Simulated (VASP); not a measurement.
# Cu (I4/mmm) in VASP: notebook, part 2 of 3

VASP 6.6.1. The steps go on from the part before.

## 4. Single point, LDA (10.93 Å³/atom)

This run uses another cell than the first one, of 10.93 Å³/atom.

INCAR reads:

```
SYSTEM = Cu
PREC = Accurate ; ENCUT = 520
EDIFF = 1E-7 ; ISMEAR = 0
SIGMA = 0.15 ; LREAL = .FALSE.
LASPH = .TRUE. ; NELM = 100
ALGO = Normal ; ISIF = 2
LWAVE = .FALSE. ; LCHARG = .FALSE.
NBANDS = 12
```

KPOINTS reads:

```
Automatic mesh
0
G
  24 24 24
  0 0 0
```

POSCAR reads:

```
Cu
1.0
   -1.4131157810      1.4131157810      1.3683200107
    1.4131157810     -1.4131157810      1.3683200107
    1.4131157810      1.4131157810     -1.3683200107
Cu
1
Direct
    0.0000000000      0.0000000000      0.0000000000
```

Potentials or basis: VASP PAW LDA potentials, release 64 (Cu).

Run with:

```bash
cat potpaw_LDA.64/Cu/POTCAR > POTCAR
mpirun -np 1 vasp_std > vasp.out
```

OUTCAR:

```text
SYSTEM = Cu
   PREC = Accurate
   ENCUT = 520
   EDIFF = 1E-7
   ISMEAR = 0
   LREAL = .FALSE.
   LASPH = .TRUE.
   NELM = 100
   ISIF = 2

 ion  position               nearest neighbor table
   1  0.000  0.000  0.000-

  LATTYP: Found a body centered tetragonal cell.
 ALAT       =     2.8262315620
 C/A-ratio  =     0.9683000000

  Lattice vectors:

 A1 = (  -1.4131157810,   1.4131157810,   1.3683200107)
 A2 = (   1.4131157810,  -1.4131157810,   1.3683200107)
 A3 = (   1.4131157810,   1.4131157810,  -1.3683200107)

Analysis of symmetry for initial positions (statically):
=====================================================================
 Subroutine PRICEL returns:
 Original cell was already a primitive cell.

 Routine SETGRP: Setting up the symmetry group for a
 body centered tetragonal supercell.

 Subroutine GETGRP returns: Found 16 space group operations
 (whereof 16 operations were pure point group operations)
 out of a pool of 16 trial point group operations.

The static configuration has the point symmetry D_4h.

Analysis of symmetry for dynamics (positions and initial velocities):
=====================================================================
 Subroutine PRICEL returns:
 Original cell was already a primitive cell.

 Routine SETGRP: Setting up the symmetry group for a
 body centered tetragonal supercell.

 Subroutine GETGRP returns: Found 16 space group operations
 (whereof 16 operations were pure point group operations)
 out of a pool of 16 trial point group operations.

The dynamic configuration has the point symmetry D_4h.

 Subroutine INISYM returns: Found 16 space group operations
 (whereof 16 operations are pure point group operations),
 and found     1 'primitive' translations

----------------------------------------------------------------------------------------

                                     Primitive cell

  volume of cell :      10.9296

  direct lattice vectors                    reciprocal lattice vectors
    -1.413115781  1.413115781  1.368320011     0.000000000  0.353828049  0.365411597
     1.413115781 -1.413115781  1.368320011     0.353828049  0.000000000  0.365411597
     1.413115781  1.413115781 -1.368320011     0.353828049  0.353828049  0.000000000

  length of vectors
     2.422001667  2.422001667  2.422001667     0.508645184  0.508645184  0.500388426

  position of ions in fractional coordinates (direct lattice)
     0.000000000  0.000000000  0.000000000

  ion indices of the primitive-cell ions
   primitive index   ion index
                 1           1

----------------------------------------------------------------------------------------

 KPOINTS: Automatic mesh

Automatic generation of k-mesh.
 Grid dimensions read from file:
 generate k-points for:   24   24   24

 Generating k-lattice:

  Cartesian coordinates                     Fractional coordinates (reciprocal lattice)
     0.000000000  0.014742835  0.015225483     0.041666667  0.000000000  0.000000000
     0.014742835  0.000000000  0.015225483     0.000000000  0.041666667  0.000000000
     0.014742835  0.014742835  0.000000000     0.000000000  0.000000000  0.041666667

  Length of vectors
     0.021193549  0.021193549  0.020849518

  Shift w.r.t. Gamma in fractional coordinates (k-lattice)
     0.000000000  0.000000000  0.000000000

 Subroutine IBZKPT returns following result:
 ===========================================

 Found   1063 irreducible k-points:

 Following reciprocal coordinates:
            Coordinates               Weight
  0.000000  0.000000  0.000000      1.000000
  0.041667  0.000000  0.000000      8.000000
  0.083333 -0.000000  0.000000      8.000000
  0.125000  0.000000  0.000000      8.000000
  0.166667  0.000000 -0.000000      8.000000
  0.208333  0.000000 -0.000000      8.000000
[... 16 lines left out ...]
  0.416667  0.041667 -0.000000     16.000000
  0.458333  0.041667 -0.000000     16.000000
 [... further k-points ...]
   k-points           NKPTS =   1063   k-points in BZ     NKDIM =   1063   number of bands    NBANDS=     12
   number of dos      NEDOS =    301   number of ions     NIONS =      1
   total plane-waves  NPLWV =   5832
   dimension x,y,z NGX =    18 NGY =   18 NGZ =   18
   dimension x,y,z NGXF=    36 NGYF=   36 NGZF=   36
   ions per type =               1
   NGX,Y,Z   is equivalent  to a cutoff of  12.36, 12.36, 12.36 a.u.
   NGXF,Y,Z  is equivalent  to a cutoff of  24.71, 24.71, 24.71 a.u.
 SYSTEM =  Cu
   PREC   = accura    normal or accurate (medium, high low for compatibility)
   ISTART =      0    job   : 0-new  1-cont  2-samecut
   ICHARG =      2    charge: 1-file 2-atom 10-const
   ISPIN  =      1    spin polarized calculation?
   LNONCOLLINEAR =      F non collinear calculations
   LSORBIT =      F    spin-orbit coupling
   LASPH  =      T    aspherical Exc in radial PAW
   ENCUT  =  520.0 eV  38.22 Ry    6.18 a.u.   4.50  4.50  4.50*2*pi/ulx,y,z
   NELM   =    100;   NELMIN=  2; NELMDL= -5     # of ELM steps
   EDIFF  = 0.1E-06   stopping-criterion for ELM
   LREAL  =      F    real-space projection
   EDIFFG = 0.1E-05   stopping-criterion for IOM
   NSW    =      0    number of steps for IOM
   IBRION =     -1    ionic relax: 0-MD 1-quasi-New 2-CG
   NFREE  =      0    steps in history (QN), initial steepest desc. (CG)
   ISIF   =      2    stress and relaxation
   ISYM   =      2    0-nonsym 1-usesym 2-fastsym
   POTIM  = 0.5000    time-step for ionic-motion
   TEBEG  =    0.0;   TEEND  =   0.0 temperature during run
   PSTRESS=    0.0 pullay stress
   NELECT =      11.0000    total number of electrons
   NUPDOWN=      -1.0000    fix difference up-down
   EMIN   =  10.00;   EMAX   =-10.00  energy-range for DOS
   EFERMI =   0.00;   METHOD = LEGACY
   ISMEAR =     0;   SIGMA  =   0.15  broadening in eV -4-tet -1-fermi 0-gaus
   EFERMI_NEDOS =   21; number of points for ismear=-14 and -15
   IALGO  =     38    algorithm
   IMIX   =      4    mixing-type and parameters
     AMIX     =   0.40;   BMIX     =  1.00
     AMIX_MAG =   1.60;   BMIX_MAG =  1.00
  volume/ion in A,a.u.               =      10.93        73.76
  Fermi-wavevector in a.u.,A,eV,Ry     =   1.640607  3.100298 36.621342  2.691593
  Thomas-Fermi vector in A             =   2.731217
   LORBIT       =      0    0 simple, 1 ext, 2 COOP (PROOUT), +10 PAW based schemes
   GGA     = CA    functional components
   LHFCALC =     F    Hartree Fock is set to
   AEXX    =    0.0000 exact exchange contribution
   IVDW    =     0    specifies the selected vdW correction
   LEPSILON=     F    determine dielectric tensor
   LRPA    =     F    only Hartree local field effects (RPA)
 non-spin polarized calculation
 Gauss-broadening in eV      SIGMA  =   0.15
  energy-cutoff  :      520.00
  volume of cell :       10.93
 maximum number of plane-waves:       317
   NGX =  9   NGY =  9   NGZ =  9

 number of electron      11.0000014 magnetization

 Free energy of the ion-electron system (eV)
  ---------------------------------------------------
  ext. energy  EPLUGINS =         0.00000000
  ---------------------------------------------------
  free energy    TOTEN  =        -4.66903498 eV

  energy without entropy =       -4.66479818  energy(sigma->0) =       -4.66691658

 E-fermi :   8.3599     XC(G=0): -13.5636

 val. band max:        8.3405940530   @ k =   0.4583   0.0417   0.0417
 cond. band min:       8.3671004564   @ k =   0.5000   0.2500   0.1250
 fundamental gap:      0.0265064034
 Fermi energy:         8.3598585028

 k-point     1 :       0.0000    0.0000    0.0000
  band No.  band energies     occupation
      1      -1.5971      2.00000
      2       4.8480      2.00000
      3       4.9914      2.00000
      4       4.9914      2.00000
      5       6.0151      2.00000
      6       6.1668      2.00000
      7      33.9276      0.00000
      8      33.9276      0.00000
      9      34.7535      0.00000
     10      38.2220      0.00000
     11      38.2221      0.00000
     12      38.2662      0.00000
[... 331 lines left out ...]
 k-point    24 :       0.4583    0.0417   -0.0000
  band No.  band energies     occupation
      1       2.8548      2.00000
      2       4.0908      2.00000
      3       6.0434      2.00000
      4       6.2157      2.00000
      5       6.7359      2.00000
      6       7.8764      1.99999
      7      13.3787      0.00000
      8      25.6031      0.00000
      9      26.3339      0.00000
     10      30.9454      0.00000
     11      34.1713      0.00000
     12      42.9715      0.00000

 [... further k-points ...]

------------------------ aborting loop because EDIFF is reached ----------------------------------------

  FORCE on cell =-STRESS in cart. coord.  units (eV):
  Direction    XX          YY          ZZ          XY          YZ          ZX
  --------------------------------------------------------------------------------------
  -------------------------------------------------------------------------------------
  Total        0.0574939      0.0574939      0.0494352      0.0000000     -0.0000000      0.0000000
  in kB        8.4280954      8.4280954      7.2467606      0.0000000     -0.0000000      0.0000000
  external PRESSURE =       8.0343171 kB  Pullay stress =       0.0000000 kB

 VOLUME and BASIS-vectors are now :
 -----------------------------------------------------------------------------
  energy-cutoff  :      520.00
  volume of cell :       10.93
      direct lattice vectors                 reciprocal lattice vectors
    -1.413115781  1.413115781  1.368320011     0.000000000  0.353828049  0.365411597
     1.413115781 -1.413115781  1.368320011     0.353828049  0.000000000  0.365411597
     1.413115781  1.413115781 -1.368320011     0.353828049  0.353828049  0.000000000

 POSITION                                       TOTAL-FORCE (eV/Angst)
 -----------------------------------------------------------------------------------
      0.00000      0.00000      0.00000         0.000000     -0.000000      0.000000
 -----------------------------------------------------------------------------------
    total drift:                                0.000000      0.000000      0.000000

  FREE ENERGIE OF THE ION-ELECTRON SYSTEM (eV)
  ---------------------------------------------------
  free  energy   TOTEN  =        -4.6690349768 eV

  energy  without entropy=       -4.6647981753  energy(sigma->0) =       -4.66691658
```

OSZICAR:

```text
N       E                     dE             d eps       ncg     rms          rms(c)
DAV:   1     0.415362931239E+02    0.41536E+02   -0.53754E+03 28576   0.159E+03
DAV:   2    -0.431617769313E+01   -0.45852E+02   -0.42220E+02 26424   0.209E+02
DAV:   3    -0.566845608186E+01   -0.13523E+01   -0.13456E+01 29368   0.405E+01
DAV:   4    -0.567673340153E+01   -0.82773E-02   -0.82762E-02 28896   0.281E+00
DAV:   5    -0.567681199667E+01   -0.78595E-04   -0.78596E-04 29628   0.277E-01    0.793E+00
DAV:   6    -0.502558270187E+01    0.65123E+00   -0.14091E+01 29696   0.750E+01    0.364E+00
DAV:   7    -0.468788540998E+01    0.33770E+00   -0.21283E+00 29948   0.291E+01    0.693E-01
DAV:   8    -0.466996399192E+01    0.17921E-01   -0.93536E-03 33688   0.973E-01    0.213E-01
DAV:   9    -0.466902156023E+01    0.94243E-03   -0.38453E-03 33236   0.106E+00    0.141E-02
DAV:  10    -0.466903348278E+01   -0.11923E-04   -0.25181E-05 28824   0.706E-02    0.438E-03
DAV:  11    -0.466903497749E+01   -0.14947E-05   -0.47458E-07 31052   0.111E-02    0.505E-04
DAV:  12    -0.466903497677E+01    0.72282E-09   -0.13775E-08 15680   0.149E-03
   1 F= -.46690350E+01 E0= -.46669166E+01  d E =-.423680E-02
```

It took 46 s on 1 thread of Intel Xeon 6975P-C (Granite Rapids), shared host; peak memory 0.24 GiB.

Results:

| Property | Result |
| --- | --- |
| Free energy | -4.6690 eV |
| Pressure | 0.8 GPa |
| Band gap on the k mesh | zero (an odd number of electrons rules out a gap without spin polarisation) |

Stress tensor (GPa, compression positive):
```
0.84 0.00 0.00
0.00 0.84 0.00
0.00 0.00 0.72
```

Levels at points of the mesh, in eV from the Fermi level:
| k point | band 3 | band 4 | band 5 | band 6 | band 7 | band 8 | band 9 | band 10 |
| --- | --- | --- | --- | --- | --- | --- | --- | --- |
| (0.00, 0.00, 0.00) | -3.37 | -3.37 | -2.34 | -2.19 | 25.57 | 25.57 | 26.39 | 29.86 |
| (0.50, 0.00, 0.00) | -2.29 | -2.09 | -1.44 | -0.69 | 4.88 | 17.87 | 18.06 | 22.10 |
| (0.50, 0.50, 0.00) | -2.42 | -2.18 | -1.46 | -0.95 | 4.51 | 18.73 | 19.06 | 22.90 |
| (0.50, 0.50, 0.50) | -1.65 | -1.65 | -1.61 | 8.06 | 8.06 | 9.35 | 13.97 | 14.50 |

(Continued in part 3 of 3.)
